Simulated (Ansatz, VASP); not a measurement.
**Two plane-wave programs on CaO**

```
CELL_PARAMETERS angstrom
-1.55357 1.55357 5.82136
1.55357 -1.55357 5.82136
1.55357 1.55357 -5.82136
ATOMIC_POSITIONS crystal
Ca 0.54235 0.54235 0.00000
Ca 0.29235 0.79235 0.50000
O 0.95765 0.95765 0.00000
O 0.70765 0.20765 0.50000
```

Alike in both runs: functional PBE; k mesh 8 × 8 × 8; occupations gaussian, width 0.1 eV; no spin polarisation.

Ansatz relaxed the structure, and its values are those at the end. VASP's run is a single point on that final structure, the one shown.

```csv
,VASP,Ansatz
version,VASP 6.6.1,Ansatz 0.2.0
potentials or method,"VASP PAW PBE potentials, release 64 (Ca_sv, O), cutoff 520 eV","scalar-relativistic, plane waves, PAW"
valence electrons in the cell,32,32
```

Ansatz gave:

```
gap on the k mesh at the Fermi level (eV) : 3.46
least direct gap on the mesh (eV)         : 3.52
pressure (GPa)                            : -0.1
rms of the force components (eV/Å)        : 0.001
```

Problem. What did VASP give for the same quantities?

Solution. gap on the k mesh at the Fermi level (eV): 3.45; least direct gap on the mesh (eV): 3.51; pressure (GPa): 0.4; rms of the force components (eV/Å): 0.006.
